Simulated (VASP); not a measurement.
Input of a VASP 6.6.1 run:

Contents of INCAR:

```
SYSTEM = Zr12H
  PREC = Accurate
  ENCUT = 520
  EDIFF = 1E-6
  ISMEAR = -1
  SIGMA = 0.05
  LREAL = .False.
  LASPH = .True.
  NELM = 80
  ALGO = Normal
  ISIF = 2
  LWAVE = .False.
  LCHARG = .False.
  GGA = PE
  NBANDS = 84
```

Contents of KPOINTS:

```
Automatic mesh
0
Gamma
  3 2 3
  0 0 0
```

Contents of POSCAR:

```
Zr12H
1.0
    6.4600000000      0.0000000000      0.0000000000
   -4.8450000000      8.3917860000      0.0000000000
    0.0000000000      0.0000000000      5.1453900000
Zr H
12 1
Direct
   -0.0130063918     -0.0135775626      0.0071238526
    0.1677640709      0.2215465218      0.5016612929
   -0.0034175273      0.3385378273      0.0144651815
    0.1656312316      0.5548079992      0.5098453178
    0.0065718986      0.6696715097      0.0012407223
    0.1663938921      0.8891547044      0.5050746396
    0.4986274804      0.0027530492     -0.0009902068
    0.6706850855      0.2255547270      0.4972348063
    0.5154196675      0.3411795773     -0.0181391498
    0.6710561465      0.5586994235      0.4849587689
    0.4936003431      0.6622640282     -0.0047329746
    0.6609452375      0.8856355489      0.4979667236
    0.1663781273      0.2191852843      1.0040195204
```

Potentials or basis: VASP PAW PBE potentials, release 64 (Zr_sv, H).

Run with:

```console
$ cat potpaw_PBE.64/Zr_sv/POTCAR potpaw_PBE.64/H/POTCAR > POTCAR
$ mpirun -np 1 vasp_std > vasp.out
```

Question: Estimate the largest force.

Answer: 0.007 eV/Å.

Question: Predict the band gap on the k mesh.

Answer: Zero (an odd number of electrons rules out a gap without spin polarisation).

Question: Estimate the pressure.

Answer: 2.2 GPa.

Stress tensor (GPa, compression positive):
```
2.88 0.14 0.07
0.14 2.76 0.00
0.07 0.00 0.97
```

Caveat: the k points lie up to 0.41 Å⁻¹ apart, too coarse for converged energies and pressures of a metal.
